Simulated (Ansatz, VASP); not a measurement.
Mo in VASP and in Ansatz

```
CELL_PARAMETERS angstrom
-1.56424 1.56444 1.56438
1.56449 -1.56454 1.56469
1.56437 1.56465 -1.56447
ATOMIC_POSITIONS crystal
Mo 0.00000 0.00000 0.00000
```

Change from the starting cell: cell sheared at random, sigma 0.06, atoms nudged by 0.01 Å; relaxed back.

Alike in both runs: functional PBEsol; k mesh 16 × 16 × 16; occupations gaussian, width 0.15 eV; no spin polarisation.

Ansatz relaxed the structure, and its values are those at the end. VASP's run is a single point on that final structure, the one shown.

|  | VASP | Ansatz |
| --- | --- | --- |
| version | VASP 6.6.1 | Ansatz 0.2.0 |
| potentials or method | VASP PAW PBE potentials, release 64 (Mo_sv), cutoff 520 eV | scalar-relativistic, plane waves, PAW |
| valence electrons in the cell | 14 | 14 |

```tsv
	VASP	Ansatz	Ansatz less VASP
gap on the k mesh at the Fermi level (eV)	none	none	-
pressure (GPa)	0.6	0.0	-0.58
```

VASP's potentials were made for PBE, not for PBEsol. A gap of «none» marks a metal or a gap that the smearing closes.
